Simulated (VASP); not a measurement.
# SnSe2 (P-3m1) in VASP: a series of runs

Aim: see how the results for SnSe2 move with the level of theory and the settings. Levels: PBE+D3(BJ), LDA. Tasks: single point, relaxation of cell and atoms.

Everything below comes from runs of VASP 6.6.1. Logs are shortened: lines on timing, memory, paths and dates and some standing lists are left out, and cuts for length are marked.

### 1 The cell of the first run

Symmetry: P-3m1, No. 164, trigonal system. The conventional cell has a = 3.809 Å, b = 3.809 Å, c = 6.142 Å, α = 90.00°, β = 90.00°, γ = 120.00°. Within 3.5 Å of Sn (site symmetry -3m) lie 6 Se at 2.68 Å. Within 3.5 Å of Se (site symmetry 3m) lie 3 Sn at 2.68 Å.

### 2 Single point, PBE+D3(BJ)

INCAR

```
  ALGO = Normal
  EDIFF = 1E-6
  ENCUT = 520
  GGA = PE
  ISIF = 2
  ISMEAR = 0
  IVDW = 12
  LASPH = True
  LCHARG = True
  LELF = True
  LREAL = False
  LVHAR = True
  LWAVE = False
  NBANDS = 20
  NELM = 80
  PREC = Accurate
  SIGMA = 0.1
```

KPOINTS

```
k-points
0
Gamma
  6 6 4
```

POSCAR

```
SnSe2
1.0
    3.8090651400      0.0000000000      0.0000000000
   -1.9045325700      3.2987471800      0.0000000000
    0.0000000000      0.0000000000      6.1422352900
Sn Se
1 2
Direct
    0.0000000000      0.0000000000      0.0000000000
    0.3333333300      0.6666666700      0.2500000000
    0.6666666700      0.3333333300      0.7500000000
```

Potentials or basis: VASP PAW PBE potentials, release 64 (Sn_d, Se).

Command:

```sh
> cat potpaw_PBE.64/Sn_d/POTCAR potpaw_PBE.64/Se/POTCAR > POTCAR
> mpirun -np 1 vasp_std > vasp.out
```

OUTCAR:

```text
EDIFF = 1E-6
   ENCUT = 520
   GGA = PE
   ISIF = 2
   ISMEAR = 0
   IVDW = 12
   LASPH = True
   LREAL = False
   NELM = 80
   PREC = Accurate
 IVDW          = 12

 ion  position               nearest neighbor table
   1  0.000  0.000  0.000-   2 2.68   3 2.68   3 2.68   2 2.68   3 2.68   2 2.68
   2  0.333  0.667  0.250-   1 2.68   1 2.68   1 2.68
   3  0.667  0.333  0.750-   1 2.68   1 2.68   1 2.68

  LATTYP: Found a hexagonal cell.
 ALAT       =     3.8090651400
 C/A-ratio  =     1.6125309136

  Lattice vectors:

 A1 = (   3.8090651400,   0.0000000000,   0.0000000000)
 A2 = (  -1.9045325700,   3.2987471800,   0.0000000000)
 A3 = (   0.0000000000,   0.0000000000,   6.1422352900)

Analysis of symmetry for initial positions (statically):
=====================================================================
 Subroutine PRICEL returns:
 Original cell was already a primitive cell.

 Routine SETGRP: Setting up the symmetry group for a
 hexagonal supercell.

 Subroutine GETGRP returns: Found 12 space group operations
 (whereof 12 operations were pure point group operations)
 out of a pool of 24 trial point group operations.

The static configuration has the point symmetry D_3d.

Analysis of symmetry for dynamics (positions and initial velocities):
=====================================================================
 Subroutine PRICEL returns:
 Original cell was already a primitive cell.

 Routine SETGRP: Setting up the symmetry group for a
 hexagonal supercell.

 Subroutine GETGRP returns: Found 12 space group operations
 (whereof 12 operations were pure point group operations)
 out of a pool of 24 trial point group operations.

The dynamic configuration has the point symmetry D_3d.

 Subroutine INISYM returns: Found 12 space group operations
 (whereof 12 operations are pure point group operations),
 and found     1 'primitive' translations

----------------------------------------------------------------------------------------

                                     Primitive cell

  volume of cell :      77.1781

[... 80 lines left out ...]
   PREC   = accura    normal or accurate (medium, high low for compatibility)
   ISTART =      0    job   : 0-new  1-cont  2-samecut
   ICHARG =      2    charge: 1-file 2-atom 10-const
   ISPIN  =      1    spin polarized calculation?
   LNONCOLLINEAR =      F non collinear calculations
   LSORBIT =      F    spin-orbit coupling
   LASPH  =      T    aspherical Exc in radial PAW
   ENCUT  =  520.0 eV  38.22 Ry    6.18 a.u.   7.08  7.08 11.42*2*pi/ulx,y,z
   NELM   =     80;   NELMIN=  2; NELMDL= -5     # of ELM steps
   EDIFF  = 0.1E-05   stopping-criterion for ELM
   LREAL  =      F    real-space projection
   EDIFFG = 0.1E-04   stopping-criterion for IOM
   NSW    =      0    number of steps for IOM
   IBRION =     -1    ionic relax: 0-MD 1-quasi-New 2-CG
   NFREE  =      0    steps in history (QN), initial steepest desc. (CG)
   ISIF   =      2    stress and relaxation
   ISYM   =      2    0-nonsym 1-usesym 2-fastsym
   POTIM  = 0.5000    time-step for ionic-motion
   TEBEG  =    0.0;   TEEND  =   0.0 temperature during run
   PSTRESS=    0.0 pullay stress
   NELECT =      26.0000    total number of electrons
   NUPDOWN=      -1.0000    fix difference up-down
   EMIN   =  10.00;   EMAX   =-10.00  energy-range for DOS
   EFERMI =   0.00;   METHOD = LEGACY
   ISMEAR =     0;   SIGMA  =   0.10  broadening in eV -4-tet -1-fermi 0-gaus
   EFERMI_NEDOS =   21; number of points for ismear=-14 and -15
   IALGO  =     38    algorithm
   IMIX   =      4    mixing-type and parameters
     AMIX     =   0.40;   BMIX     =  1.00
     AMIX_MAG =   1.60;   BMIX_MAG =  1.00
  volume/ion in A,a.u.               =      25.73       173.61
  Fermi-wavevector in a.u.,A,eV,Ry     =   1.139116  2.152617 17.654722  1.297585
  Thomas-Fermi vector in A             =   2.275820
   LORBIT       =      0    0 simple, 1 ext, 2 COOP (PROOUT), +10 PAW based schemes
   GGA     = PE    functional components
   LHFCALC =     F    Hartree Fock is set to
   AEXX    =    0.0000 exact exchange contribution
   IVDW    =    12    specifies the selected vdW correction
   LEPSILON=     F    determine dielectric tensor
   LRPA    =     F    only Hartree local field effects (RPA)
 non-spin polarized calculation
 Gauss-broadening in eV      SIGMA  =   0.10
  energy-cutoff  :      520.00
  volume of cell :       77.18
 maximum number of plane-waves:      2097
   NGX = 15   NGY = 15   NGZ = 23

 number of electron      26.0000006 magnetization

 Free energy of the ion-electron system (eV)
  ---------------------------------------------------
  ext. energy  EPLUGINS =         0.00000000
  ---------------------------------------------------
  free energy    TOTEN  =       -11.74717430 eV

  energy without entropy =      -11.74717430  energy(sigma->0) =      -11.74717430

 E-fermi :   4.5555     XC(G=0):  -9.4585

 val. band max:        4.1534685846   @ k =   0.0000   0.0000   0.0000
 cond. band min:       4.9791152117   @ k =   0.5000   0.0000   0.2500
 fundamental gap:      0.8256466271
 Fermi energy:         4.5555406710

 k-point     1 :       0.0000    0.0000    0.0000
  band No.  band energies     occupation
      1     -17.0934      2.00000
      2     -17.0934      2.00000
      3     -17.0553      2.00000
      4     -17.0403      2.00000
      5     -17.0403      2.00000
      6      -9.8082      2.00000
[... 541 lines left out ...]
     19      13.2046      0.00000
     20      13.2707      0.00000

------------------------ aborting loop because EDIFF is reached ----------------------------------------

 Edisp (eV)   -1.08298

 E8    (eV) :    -0.4737

  FORCE on cell =-STRESS in cart. coord.  units (eV):
  Direction    XX          YY          ZZ          XY          YZ          ZX
  --------------------------------------------------------------------------------------
  -------------------------------------------------------------------------------------
  Total       1.31575     1.31575     1.84504    -0.00000     0.00000     0.00000
  in kB      27.31439    27.31439    38.30207    -0.00000     0.00000     0.00000
  external pressure =       30.98 kB  Pullay stress =        0.00 kB

 VOLUME and BASIS-vectors are now :
 -----------------------------------------------------------------------------
  energy-cutoff  :      520.00
  volume of cell :       77.18
      direct lattice vectors                 reciprocal lattice vectors
     3.809065140  0.000000000  0.000000000     0.262531609  0.151572695  0.000000000
    -1.904532570  3.298747180  0.000000000     0.000000000  0.303145390  0.000000000
     0.000000000  0.000000000  6.142235290     0.000000000  0.000000000  0.162807179

 POSITION                                       TOTAL-FORCE (eV/Angst)
 -----------------------------------------------------------------------------------
      0.00000      0.00000      0.00000        -0.000000      0.000000      0.000000
     -0.00000      2.19916      1.53556         0.000000     -0.000000      0.733057
      1.90453      1.09958      4.60668        -0.000000      0.000000     -0.733057
 -----------------------------------------------------------------------------------
    total drift:                               -0.000000      0.000000      0.000000

  FREE ENERGIE OF THE ION-ELECTRON SYSTEM (eV)
  ---------------------------------------------------
  free  energy   TOTEN  =       -12.8301559520 eV

  energy  without entropy=      -12.8301559519  energy(sigma->0) =      -12.83015595
```

OSZICAR:

```text
N       E                     dE             d eps       ncg     rms          rms(c)
DAV:   1     0.210955110314E+03    0.21096E+03   -0.12020E+04   996   0.149E+03
DAV:   2     0.123105720904E+02   -0.19864E+03   -0.19145E+03  1032   0.407E+02
DAV:   3    -0.111806618222E+02   -0.23491E+02   -0.23090E+02  1168   0.115E+02
DAV:   4    -0.120016211347E+02   -0.82096E+00   -0.81965E+00  1144   0.232E+01
DAV:   5    -0.120219658515E+02   -0.20345E-01   -0.20344E-01  1344   0.372E+00    0.521E+00
DAV:   6    -0.117671077356E+02    0.25486E+00   -0.49680E-01  1464   0.751E+00    0.336E+00
DAV:   7    -0.117468133551E+02    0.20294E-01   -0.16843E-01  1164   0.261E+00    0.102E+00
DAV:   8    -0.117466182788E+02    0.19508E-03   -0.13044E-02  1244   0.114E+00    0.287E-01
DAV:   9    -0.117471350669E+02   -0.51679E-03   -0.15979E-03  1092   0.302E-01    0.883E-02
DAV:  10    -0.117471414078E+02   -0.63409E-05   -0.11188E-04  1284   0.756E-02    0.346E-02
DAV:  11    -0.117471735809E+02   -0.32173E-04   -0.43108E-05  1064   0.363E-02    0.673E-03
DAV:  12    -0.117471743004E+02   -0.71951E-06   -0.22097E-06  1064   0.110E-02
   1 F= -.12830156E+02 E0= -.12830156E+02  d E =-.104045E-09
```

stdout:

```text
POSCAR found type information on POSCAR SnSe
 POSCAR found :  2 types and       3 ions
 scaLAPACK will be used
 LDA part: xc-table for (Slater+PW92), standard interpolation
 POSCAR, INCAR and KPOINTS ok, starting setup
 FFT: planning ... GRIDC
 FFT: planning ... GRID_SOFT
 FFT: planning ... GRID
 WAVECAR not read
 entering main loop
```

Run time: 13 s. Hardware: 1 thread of Intel Xeon 6975P-C (Granite Rapids), shared host; peak memory 0.2 GiB.

Results:

```yaml
Free_energy: -12.8302 eV
Pressure: 3.1 GPa
Largest_force: 0.733 eV/Å
Band_gap_on_the_k_mesh: 0.83 eV, indirect (least direct gap 1.11 eV)
Dispersion_energy_per_atom: -0.361 eV
```

Forces on the atoms (eV/Å):
```
Sn   0.000  0.000  0.000
Se   0.000  0.000  0.733
Se   0.000  0.000 -0.733
```

Levels at points of the mesh, in eV from the valence-band top:
```tsv
k point	band 9	band 10	band 11	band 12	band 13	band 14	band 15	band 16	band 17	band 18
(0.00, 0.00, 0.00)	-0.66	-0.66	-0.35	-0.35	0.00	1.11	2.99	4.67	4.67	8.14
(0.50, 0.00, 0.00)	-4.45	-2.90	-2.63	-1.20	-0.28	1.18	3.81	5.45	5.48	7.24
(0.00, 0.00, 0.50)	-2.05	-0.75	-0.75	-0.20	-0.20	2.49	2.96	4.40	4.40	8.15
(0.50, 0.00, 0.50)	-4.90	-2.46	-1.98	-0.82	-0.67	0.87	4.27	4.84	5.84	6.35
```

Caveat: spin-orbit coupling is left out, which moves the levels of the heavy elements. A k mesh can miss the band edges.

### 3 Single point, PBE+D3(BJ)

This run uses another cell than the first one, of 25.64 Å³/atom, 0.997 times its volume.

INCAR

```
ALGO     = Normal         # electronic algorithm
EDIFF    = 1E-6           # SCF threshold, eV
ENCUT    = 520            # plane-wave cutoff, eV
GGA      = PE             # functional
ISIF     = 2              # what is computed and relaxed
ISMEAR   = 0              # smearing method
IVDW     = 12             # dispersion correction
LASPH    = True           # aspherical terms in the spheres
LCHARG   = False          # write CHGCAR
LREAL    = False          # projectors in reciprocal space
LWAVE    = False          # write WAVECAR
NBANDS   = 20             # bands
NELM     = 80             # most SCF steps
PREC     = Accurate       # precision mode
SIGMA    = 0.1            # smearing width, eV
```

KPOINTS is that of step 2.

POSCAR

```
SnSe2
1.0
    3.8399151181      0.0000000000      0.0000000000
   -1.9199575590      3.3254640406      0.0000000000
    0.0000000000      0.0000000000      6.0246196732
Sn Se
1 2
Direct
    0.0000000000      0.0000000000      0.0000000000
    0.3333333333      0.6666666667      0.2646296616
    0.6666666667      0.3333333333      0.7353703384
```

Potentials or basis: VASP PAW PBE potentials, release 64 (Sn_d, Se).

Command:

```sh
> cat potpaw_PBE.64/Sn_d/POTCAR potpaw_PBE.64/Se/POTCAR > POTCAR
> mpirun -np 1 vasp_std > vasp.out
```

Wall time 14 s (1 thread of Intel Xeon 6975P-C (Granite Rapids), shared host); peak memory 0.21 GiB.

Results (log left out):

```
Free energy                : -12.8869 eV
Pressure                   : 0.0 GPa
Band gap on the k mesh     : 0.64 eV, indirect (least direct gap 0.83 eV)
Dispersion energy per atom : -0.363 eV
```

Stress tensor (GPa, compression positive):
```
 0.09  0.00  0.00
 0.00  0.09  0.00
 0.00  0.00 -0.09
```

Levels at points of the mesh, in eV from the valence-band top:
```csv
k point,band 11,band 12,band 13,band 14,band 15,band 16
"(0.00, 0.00, 0.00)",-0.45,-0.45,-0.04,0.79,3.01,4.57
"(0.50, 0.00, 0.00)",-2.57,-1.57,-0.29,1.19,3.59,4.99
"(0.00, 0.00, 0.50)",-0.79,-0.20,-0.20,2.47,2.86,4.19
"(0.50, 0.00, 0.50)",-1.97,-1.01,-0.89,0.69,3.99,4.61
```

Caveat: spin-orbit coupling is left out, which moves the levels of the heavy elements. A k mesh can miss the band edges.

### 4 Single point, PBE+D3(BJ)

This run uses another cell than the first one, of 25.58 Å³/atom, 0.994 times its volume.

INCAR

```
  PREC = Accurate
  ENCUT = 520
  EDIFF = 1E-6
  ISMEAR = 0
  SIGMA = 0.02
  LREAL = False
  LASPH = True
  NELM = 100
  ALGO = Normal
  ISIF = 2
  LWAVE = False
  LCHARG = False
  GGA = PE
  IVDW = 12
  NBANDS = 20
```

KPOINTS

```
Automatic mesh
0
Gamma
  9 9 6
```

POSCAR

```
SnSe2
1.0
    3.8400588335      0.0000000000      0.0000000000
   -1.9200294167      3.3255885018      0.0000000000
    0.0000000000      0.0000000000      6.0097292652
Sn Se
1 2
Direct
    0.0000000000      0.0000000000      0.0000000000
    0.3333333333      0.6666666667      0.2651382426
    0.6666666667      0.3333333333      0.7348617574
```

Command:

```sh
> cat potpaw_PBE.64/Sn_d/POTCAR potpaw_PBE.64/Se/POTCAR > POTCAR
> mpirun -np 1 vasp_std > vasp.out
```

It took 36 s on 1 thread of Intel Xeon 6975P-C (Granite Rapids), shared host; peak memory 0.26 GiB.

Results (log left out):

```
Free energy                : -12.8976 eV
Pressure                   : 0.1 GPa
Largest force              : 0.013 eV/Å
Band gap on the k mesh     : 0.38 eV, indirect (least direct gap 0.81 eV)
Dispersion energy per atom : -0.364 eV
```

Forces in eV/Å, atoms in the order of the input:
```
Sn   0.000  0.000  0.000
Se   0.000  0.000  0.013
Se   0.000  0.000 -0.013
```

Levels at points of the mesh, in eV from the valence-band top:
```tsv
k point	band 10	band 11	band 12	band 13	band 14	band 15	band 16	band 17
(0.00, 0.00, 0.00)	-0.70	-0.54	-0.54	-0.10	0.72	2.93	4.50	4.50
(0.00, 0.00, 0.50)	-0.87	-0.87	-0.28	-0.28	2.40	2.79	4.11	4.11
```

Caveat: spin-orbit coupling is left out, which moves the levels of the heavy elements. A k mesh can miss the band edges.

(Continued in part 2 of 2.)
